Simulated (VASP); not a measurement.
Write the native input for VASP 6.6.1 that does the following.

| Quantity | Value |
| --- | --- |
| Task | electric field gradients |
| Functional | PBE |
| Potentials or basis | VASP PAW PBE potentials, release 64 (Cd, S) |
| Cutoff | 520 eV |
| k mesh | 7 × 7 × 7 |
| Occupations | fermi-dirac, width 0.02 eV |
| Spin | no spin polarisation |
| Dipole correction | no |
| Further INCAR settings | ALGO = Normal; EDIFF = 1e-08; NBANDS = 16 |

The structure of CdS lies in POSCAR:

```
CdS
1.0
    0.0000000000      3.0006730886      3.0006730886
    3.0006730886      0.0000000000      3.0006730886
    3.0006730886      3.0006730886      0.0000000000
Cd S
1 1
Direct
    0.0000000000      0.0000000000      0.0000000000
    0.7500000000      0.7500000000      0.7500000000
```

This cell differs from its parent crystal: volume scaled by 1.06.

The input as run:

INCAR

```
SYSTEM = CdS
PREC     = Accurate       ! precision mode
ENCUT    = 520            ! plane-wave cutoff, eV
EDIFF    = 1E-8           ! SCF threshold, eV
ISMEAR   = -1             ! smearing method
SIGMA    = 0.02           ! smearing width, eV
LREAL    = .FALSE.        ! projectors in reciprocal space
LASPH    = .TRUE.         ! aspherical terms in the spheres
NELM     = 80             ! most SCF steps
ALGO     = Normal         ! electronic algorithm
ISIF     = 2              ! what is computed and relaxed
LWAVE    = .FALSE.        ! write WAVECAR
LCHARG   = .FALSE.        ! write CHGCAR
GGA      = PE             ! functional
LEFG     = .TRUE.       
NBANDS   = 16             ! bands
```

KPOINTS

```
Automatic mesh
0
G
  7 7 7
  0 0 0
```

Potentials or basis: VASP PAW PBE potentials, release 64 (Cd, S).

The run is started by

```sh
$ cat potpaw_PBE.64/Cd/POTCAR potpaw_PBE.64/S/POTCAR > POTCAR
$ mpirun -np 1 vasp_std > vasp.out
```

Results of the run:

* Pressure: -1.6 GPa
* Band gap on the k mesh: 0.96 eV, direct

Caveat: without QUAD_EFG the Cq values of the log hold for a quadrupole moment of 1 mb, not for the nuclei.

Wall time 29 s on 1 thread of AMD EPYC 7R13, on a shared host, peak memory 0.15 GiB.
